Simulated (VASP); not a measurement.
NaCl:

```xyz
2
Lattice="-0.0070 2.8027 2.8027 2.8027 -0.0070 2.8027 2.7957 2.7957 0.0000" Properties=species:S:1:pos:R:3 pbc="T T T"
Na    0.0000    0.0000    0.0000
Cl    2.7957    2.7957    2.8027
```

This cell differs from its parent crystal: shear xy strain -0.5%.

Base run:

* Program: VASP 6.6.1
* Functional: r2SCAN
* Potentials or basis: VASP PAW PBE potentials, release 64 (Na_pv, Cl)
* Cutoff: 520 eV
* k mesh: 8 × 8 × 8
* Occupations: gaussian, width 0.01 eV
* Spin: no spin polarisation

Its results: band gap on the k mesh 5.99 eV, direct; pressure -0.2 GPa.

The run is repeated on the same cell with these changes: functional from r2SCAN to PBE; occupations from gaussian, width 0.01 eV to fermi-dirac, width 0.02 eV. What comes out?

Band gap on the k mesh 5.17 eV, direct; pressure 1.2 GPa.

Caveats: the PAW data sets were made with another functional, which shifts forces and pressure a little (some runs).

A k mesh can miss the band edges.
